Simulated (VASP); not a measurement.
# Cu (Fmmm) in VASP: a series of runs

The runs below take Cu through single point, with PBE.

All numbers are computed with VASP 6.6.1; they aren't measurements. Logs are shortened: lines on timing, memory, paths and dates and some standing lists are left out, and cuts for length are marked.

## 1. The cell of the first run

The structure is orthorhombic, space group Fmmm (No. 69). The conventional cell has a = 2.562 Å, b = 4.287 Å, c = 9.172 Å, α = 90.00°, β = 90.00°, γ = 90.00°. Cu (site symmetry mm2) has 11 Cu at 2.43 to 3.04 Å within 3.2 Å.

## 2. Single point, PBE

INCAR reads:

```
PREC = Accurate ; ENCUT = 520
EDIFF = 1E-6 ; ISMEAR = 0
SIGMA = 0.1 ; LREAL = F
LASPH = T ; NELM = 100
ALGO = Normal ; ISIF = 2
LWAVE = F ; LCHARG = F
GGA = PE ; NBANDS = 18
```

KPOINTS reads:

```
Automatic mesh
0
Gamma
  26 26 26
```

POSCAR reads:

```
Cu
1.0
    0.0000000000      2.1433232361      4.5861113448
    1.2808734345      0.0000000000      4.5861113448
    1.2808734345      2.1433232361      0.0000000000
Cu
2
Direct
    0.8675568453      0.8675568453      0.1324431547
    0.1324431547      0.1324431547      0.8675568453
```

Potentials or basis: VASP PAW PBE potentials, release 64 (Cu).

Run with:

```sh
$ cat potpaw_PBE.64/Cu/POTCAR > POTCAR
$ mpirun -np 1 vasp_std > vasp.out
```

OUTCAR:

```text
PREC = Accurate
   ENCUT = 520
   EDIFF = 1E-6
   ISMEAR = 0
   LREAL = F
   LASPH = T
   NELM = 100
   ISIF = 2
   GGA = PE

 ion  position               nearest neighbor table
   1  0.868  0.868  0.132-   2 2.43   2 2.51   2 2.51
   2  0.132  0.132  0.868-   1 2.43   1 2.51   1 2.51

  LATTYP: Found a face centered orthorhombic cell.
 ALAT       =     2.5617468690
 B/A-ratio  =     1.6733294472
 C/A-ratio  =     3.5804562896

  Lattice vectors:

 A1 = (   0.0000000000,   2.1433232361,   4.5861113448)
 A2 = (   1.2808734345,   0.0000000000,   4.5861113448)
 A3 = (   1.2808734345,   2.1433232361,   0.0000000000)

Analysis of symmetry for initial positions (statically):
=====================================================================
 Subroutine PRICEL returns:
 Original cell was already a primitive cell.

 Routine SETGRP: Setting up the symmetry group for a
 face centered orthorhombic supercell.

 Subroutine GETGRP returns: Found  8 space group operations
 (whereof  8 operations were pure point group operations)
 out of a pool of  8 trial point group operations.

The static configuration has the point symmetry D_2h.

Analysis of symmetry for dynamics (positions and initial velocities):
=====================================================================
 Subroutine PRICEL returns:
 Original cell was already a primitive cell.

 Routine SETGRP: Setting up the symmetry group for a
 face centered orthorhombic supercell.

 Subroutine GETGRP returns: Found  8 space group operations
 (whereof  8 operations were pure point group operations)
 out of a pool of  8 trial point group operations.

The dynamic configuration has the point symmetry D_2h.

 Subroutine INISYM returns: Found  8 space group operations
 (whereof  8 operations are pure point group operations),
 and found     1 'primitive' translations

----------------------------------------------------------------------------------------

                                     Primitive cell

  volume of cell :      25.1807

  direct lattice vectors                    reciprocal lattice vectors
     0.000000000  2.143323236  4.586111345    -0.390358631  0.233282592  0.109024828
     1.280873434  0.000000000  4.586111345     0.390358631 -0.233282592  0.109024828
     1.280873434  2.143323236  0.000000000     0.390358631  0.233282592 -0.109024828

  length of vectors
     5.062237821  4.761623045  2.496892318     0.467639863  0.467639863  0.467639863

  position of ions in fractional coordinates (direct lattice)
     0.867556845  0.867556845  0.132443155
     0.132443155  0.132443155  0.867556845

  ion indices of the primitive-cell ions
   primitive index   ion index
                 1           1
                 2           2

----------------------------------------------------------------------------------------

 KPOINTS: Automatic mesh

Automatic generation of k-mesh.
 Grid dimensions read from file:
 generate k-points for:   26   26   26

 Generating k-lattice:

  Cartesian coordinates                     Fractional coordinates (reciprocal lattice)
    -0.015013793  0.008972407  0.004193263     0.038461538 -0.000000000  0.000000000
     0.015013793 -0.008972407  0.004193263    -0.000000000  0.038461538  0.000000000
     0.015013793  0.008972407 -0.004193263     0.000000000  0.000000000  0.038461538

  Length of vectors
     0.017986149  0.017986149  0.017986149

  Shift w.r.t. Gamma in fractional coordinates (k-lattice)
     0.000000000  0.000000000  0.000000000

 Subroutine IBZKPT returns following result:
 ===========================================

 Found   2471 irreducible k-points:

 Following reciprocal coordinates:
            Coordinates               Weight
  0.000000  0.000000  0.000000      1.000000
  0.038462  0.000000  0.000000      8.000000
  0.076923  0.000000  0.000000      8.000000
  0.115385  0.000000 -0.000000      8.000000
  0.153846  0.000000  0.000000      8.000000
  0.192308  0.000000  0.000000      8.000000
[... 16 lines left out ...]
  0.346154  0.038462  0.000000      8.000000
  0.384615  0.038462  0.000000      8.000000
 [... further k-points ...]
   k-points           NKPTS =   2471   k-points in BZ     NKDIM =   2471   number of bands    NBANDS=     18
   number of dos      NEDOS =    301   number of ions     NIONS =      2
   total plane-waves  NPLWV =  28800
   dimension x,y,z NGX =    40 NGY =   36 NGZ =   20
   dimension x,y,z NGXF=    80 NGYF=   72 NGZF=   40
   ions per type =               2
   NGX,Y,Z   is equivalent  to a cutoff of  13.14, 12.57, 13.32 a.u.
   NGXF,Y,Z  is equivalent  to a cutoff of  26.27, 25.14, 26.63 a.u.
 SYSTEM =  unknown system
   PREC   = accura    normal or accurate (medium, high low for compatibility)
   ISTART =      0    job   : 0-new  1-cont  2-samecut
   ICHARG =      2    charge: 1-file 2-atom 10-const
   ISPIN  =      1    spin polarized calculation?
   LNONCOLLINEAR =      F non collinear calculations
   LSORBIT =      F    spin-orbit coupling
   LASPH  =      T    aspherical Exc in radial PAW
   ENCUT  =  520.0 eV  38.22 Ry    6.18 a.u.   9.41  8.85  4.64*2*pi/ulx,y,z
   NELM   =    100;   NELMIN=  2; NELMDL= -5     # of ELM steps
   EDIFF  = 0.1E-05   stopping-criterion for ELM
   LREAL  =      F    real-space projection
   EDIFFG = 0.1E-04   stopping-criterion for IOM
   NSW    =      0    number of steps for IOM
   IBRION =     -1    ionic relax: 0-MD 1-quasi-New 2-CG
   NFREE  =      0    steps in history (QN), initial steepest desc. (CG)
   ISIF   =      2    stress and relaxation
   ISYM   =      2    0-nonsym 1-usesym 2-fastsym
   POTIM  = 0.5000    time-step for ionic-motion
   TEBEG  =    0.0;   TEEND  =   0.0 temperature during run
   PSTRESS=    0.0 pullay stress
   NELECT =      22.0000    total number of electrons
   NUPDOWN=      -1.0000    fix difference up-down
   EMIN   =  10.00;   EMAX   =-10.00  energy-range for DOS
   EFERMI =   0.00;   METHOD = LEGACY
   ISMEAR =     0;   SIGMA  =   0.10  broadening in eV -4-tet -1-fermi 0-gaus
   EFERMI_NEDOS =   21; number of points for ismear=-14 and -15
   IALGO  =     38    algorithm
   IMIX   =      4    mixing-type and parameters
     AMIX     =   0.40;   BMIX     =  1.00
     AMIX_MAG =   1.60;   BMIX_MAG =  1.00
  volume/ion in A,a.u.               =      12.59        84.96
  Fermi-wavevector in a.u.,A,eV,Ry     =   1.565043  2.957502 33.325554  2.449359
  Thomas-Fermi vector in A             =   2.667577
   LORBIT       =      0    0 simple, 1 ext, 2 COOP (PROOUT), +10 PAW based schemes
   GGA     = PE    functional components
   LHFCALC =     F    Hartree Fock is set to
   AEXX    =    0.0000 exact exchange contribution
   IVDW    =     0    specifies the selected vdW correction
   LEPSILON=     F    determine dielectric tensor
   LRPA    =     F    only Hartree local field effects (RPA)
 non-spin polarized calculation
 Gauss-broadening in eV      SIGMA  =   0.10
  energy-cutoff  :      520.00
  volume of cell :       25.18
 maximum number of plane-waves:       698
 NGX is ok and might be reduce to    40
   NGX = 19   NGY = 17   NGZ =  9

 number of electron      22.0000002 magnetization

 Free energy of the ion-electron system (eV)
  ---------------------------------------------------
  ext. energy  EPLUGINS =         0.00000000
  ---------------------------------------------------
  free energy    TOTEN  =        -7.13698779 eV

  energy without entropy =       -7.13349583  energy(sigma->0) =       -7.13524181

 E-fermi :   6.8038     XC(G=0): -12.3242

 val. band max:        6.8031424070   @ k =  -0.4615   0.0385   0.3462
 cond. band min:       6.8075847099   @ k =   0.2692  -0.2308   0.1538
 fundamental gap:      0.0044423030
 Fermi energy:         6.8038207015

 k-point     1 :       0.0000    0.0000    0.0000
  band No.  band energies     occupation
      1      -2.0679      2.00000
      2       1.9167      2.00000
      3       3.1481      2.00000
      4       3.8725      2.00000
      5       3.9824      2.00000
      6       4.1228      2.00000
[... 10 lines left out ...]
     17      30.0307      0.00000
     18      31.0808      0.00000

 k-point     2 :       0.0385    0.0000    0.0000
  band No.  band energies     occupation
      1      -2.0166      2.00000
      2       1.9494      2.00000
      3       3.1576      2.00000
      4       3.8674      2.00000
      5       3.9776      2.00000
      6       4.1319      2.00000
[... 10 lines left out ...]
     17      29.8566      0.00000
     18      30.4414      0.00000

 k-point     3 :       0.0769    0.0000    0.0000
  band No.  band energies     occupation
      1      -1.8632      2.00000
      2       2.0453      2.00000
      3       3.1845      2.00000
      4       3.8478      2.00000
      5       3.9571      2.00000
      6       4.1568      2.00000
[... 10 lines left out ...]
     17      29.2051      0.00000
     18      29.6373      0.00000

 k-point     4 :       0.1154    0.0000   -0.0000
  band No.  band energies     occupation
      1      -1.6100      2.00000
      2       2.1969      2.00000
      3       3.2235      2.00000
      4       3.8059      2.00000
      5       3.8905      2.00000
      6       3.9823      2.00000
[... 375 lines left out ...]
      4       3.2811      2.00000
      5       3.6275      2.00000
      6       4.1862      2.00000
[... 10 lines left out ...]
     17      25.6059      0.00000
     18      26.5514      0.00000

 k-point    23 :       0.3462    0.0385    0.0000
  band No.  band energies     occupation
      1       0.8974      2.00000
      2       2.6677      2.00000
      3       3.0970      2.00000
      4       3.2232      2.00000
      5       3.7259      2.00000
      6       4.3252      2.00000
[... 10 lines left out ...]
     17      25.6707      0.00000
     18      26.1048      0.00000

 k-point    24 :       0.3846    0.0385    0.0000
  band No.  band energies     occupation
      1       1.4171      2.00000
      2       2.6007      2.00000
      3       3.0431      2.00000
      4       3.1690      2.00000
      5       3.9078      2.00000
      6       4.3733      2.00000
[... 10 lines left out ...]
     17      25.1192      0.00000
     18      25.5029      0.00000

 [... further k-points ...]

------------------------ aborting loop because EDIFF is reached ----------------------------------------

  FORCE on cell =-STRESS in cart. coord.  units (eV):
  Direction    XX          YY          ZZ          XY          YZ          ZX
  --------------------------------------------------------------------------------------
  -------------------------------------------------------------------------------------
  Total        0.0840032      0.0819061      0.0569757      0.0000000      0.0000000      0.0000000
  in kB        5.3448818      5.2114475      3.6251984      0.0000000      0.0000000      0.0000000
  external PRESSURE =       4.7271759 kB  Pullay stress =       0.0000000 kB

 VOLUME and BASIS-vectors are now :
 -----------------------------------------------------------------------------
  energy-cutoff  :      520.00
  volume of cell :       25.18
      direct lattice vectors                 reciprocal lattice vectors
     0.000000000  2.143323236  4.586111345    -0.390358631  0.233282592  0.109024828
     1.280873434  0.000000000  4.586111345     0.390358631 -0.233282592  0.109024828
     1.280873434  2.143323236  0.000000000     0.390358631  0.233282592 -0.109024828

 POSITION                                       TOTAL-FORCE (eV/Angst)
 -----------------------------------------------------------------------------------
      1.28087      2.14332      7.95742         0.000000      0.000000      0.002652
      1.28087      2.14332      1.21480         0.000000      0.000000     -0.002652
 -----------------------------------------------------------------------------------
    total drift:                               -0.000000     -0.000000      0.000000

  FREE ENERGIE OF THE ION-ELECTRON SYSTEM (eV)
  ---------------------------------------------------
  free  energy   TOTEN  =        -7.1369877918 eV

  energy  without entropy=       -7.1334958293  energy(sigma->0) =       -7.13524181
```

It took 19 min on 1 thread of Intel Xeon Platinum 8259CL at 2.50GHz (Skylake/Cascade Lake), shared host; peak memory 0.96 GiB.

What came out:

| Property | Result |
| --- | --- |
| Free energy | -7.1370 eV |
| Pressure | 0.5 GPa |
| Band gap on the k mesh | zero (band 11 reaches 11.06 eV, above the bottom of band 12 at 5.14 eV) |

Forces on the atoms (eV/Å):
```
Cu   0.000  0.000  0.003
Cu   0.000  0.000 -0.003
```

Levels at points of the mesh, in eV from the Fermi level:
```
           k point  band 8  band 9  band 10  band 11  band 12  band 13  band 14  band 15
(0.00, 0.00, 0.00)   -2.13   -2.11    -1.80    -1.64    -1.55     2.21    19.41    22.87
(0.50, 0.00, 0.00)   -1.88   -1.44    -1.42     0.16     1.98     3.65     7.05    10.85
(0.50, 0.50, 0.00)   -2.52   -2.44    -1.96    -1.80    -1.45     8.72    10.14    21.36
(0.50, 0.00, 0.50)   -1.40   -1.36    -1.25    -0.87     3.41     5.52     6.03    11.34
(0.00, 0.50, 0.50)   -1.61   -1.43    -1.33     1.72     2.48     3.98     4.06    13.49
```

## 3. Single point, PBE

INCAR reads:

```
PREC = Accurate
ENCUT = 520
EDIFF = 1E-6
ISMEAR = 0
SIGMA = 0.1
LREAL = F
LASPH = T
NELM = 60
ALGO = Fast
ISIF = 2
LWAVE = F
LCHARG = F
GGA = PE
NBANDS = 18
```

KPOINTS reads:

```
Automatic mesh
0
Gamma
  8 8 8
```

POSCAR reads:

```
Cu
1.0
    0.0000000000      2.1184504630      4.5841524149
    1.2945355097      0.0000000000      4.5841524149
    1.2945355097      2.1184504630      0.0000000000
Cu
2
Direct
    0.1325515634      0.1325515634      0.8674484366
    0.8674484366      0.8674484366      0.1325515634
```

Potentials or basis: VASP PAW PBE potentials, release 64 (Cu).

Run with:

```sh
$ cat potpaw_PBE.64/Cu/POTCAR > POTCAR
$ mpirun -np 1 vasp_std > vasp.out
```

Run time: 74 s. Hardware: 1 thread of AMD EPYC 9R45 (Zen 5), shared host; peak memory 0.14 GiB.

It converged, with:

* Free energy: -7.1088 eV
* Pressure: 1.2 GPa
* Largest force: 0.008 eV/Å
* Band gap on the k mesh: zero (band 11 reaches 11.00 eV, above the bottom of band 12 at 5.14 eV)

Forces in eV/Å, atoms in the order of the input:
```
Cu   0.000  0.000 -0.008
Cu   0.000  0.000  0.008
```

Stress tensor (GPa, compression positive):
```
1.35 0.00 0.00
0.00 1.31 0.00
0.00 0.00 0.90
```

Levels at points of the mesh, in eV from the Fermi level:
```
           k point  band 7  band 8  band 9  band 10  band 11  band 12  band 13  band 14  band 15  band 16
(0.00, 0.00, 0.00)   -2.54   -2.17   -2.13    -1.84    -1.69    -1.57     2.18    19.40    22.60    23.07
(0.50, 0.00, 0.00)   -2.03   -1.90   -1.51    -1.48     0.09     1.89     3.54     6.94    10.76    13.72
(0.50, 0.50, 0.00)   -2.61   -2.49   -2.49    -2.01    -1.82    -1.49     8.69    10.12    21.05    21.68
(0.50, 0.00, 0.50)   -2.14   -1.43   -1.39    -1.30    -0.76     3.61     5.64     6.24    11.53    11.56
(0.00, 0.50, 0.50)   -2.13   -1.67   -1.46    -1.37     1.80     2.58     4.19     4.27    12.96    16.97
```

Caveat: the k points lie up to 0.37 Å⁻¹ apart.
